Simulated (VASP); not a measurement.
**BP: single point with PBE**

The system is BP.

```
CELL_PARAMETERS angstrom
0.00000 2.27403 2.27403
2.27403 0.00000 2.27403
2.27403 2.27403 0.00000
ATOMIC_POSITIONS crystal
P 0.75000 0.75000 0.75000
B 0.00000 0.00000 0.00000
```

```yaml
Program: VASP 6.6.1
Task: single point
Functional: PBE
Potentials_or_basis: VASP PAW PBE potentials, release 64 (P, B)
Cutoff: 520 eV
k_mesh: 10 × 10 × 10
Occupations: fermi-dirac, width 0.05 eV
Spin: no spin polarisation
```

```yaml
Pressure: -0.2 GPa
Band_gap_on_the_k_mesh: 1.25 eV, indirect (least direct gap 3.39 eV)
```

Levels at points of the mesh, in eV from the valence-band top:
| k point | band 2 | band 3 | band 4 | band 5 | band 6 | band 7 |
| --- | --- | --- | --- | --- | --- | --- |
| (0.00, 0.00, 0.00) | 0.00 | 0.00 | 0.00 | 3.39 | 3.39 | 3.39 |
| (0.50, 0.00, 0.00) | -8.99 | -1.75 | -1.75 | 3.74 | 4.71 | 4.71 |
| (0.50, 0.50, 0.00) | -8.55 | -4.09 | -4.09 | 1.35 | 1.67 | 12.06 |

Run time: 20 s on 1 thread of AMD EPYC 7R43 64-Core Processor (Zen 3), with other jobs on the host, peak memory 0.1 GiB.

A k mesh can miss the band edges.
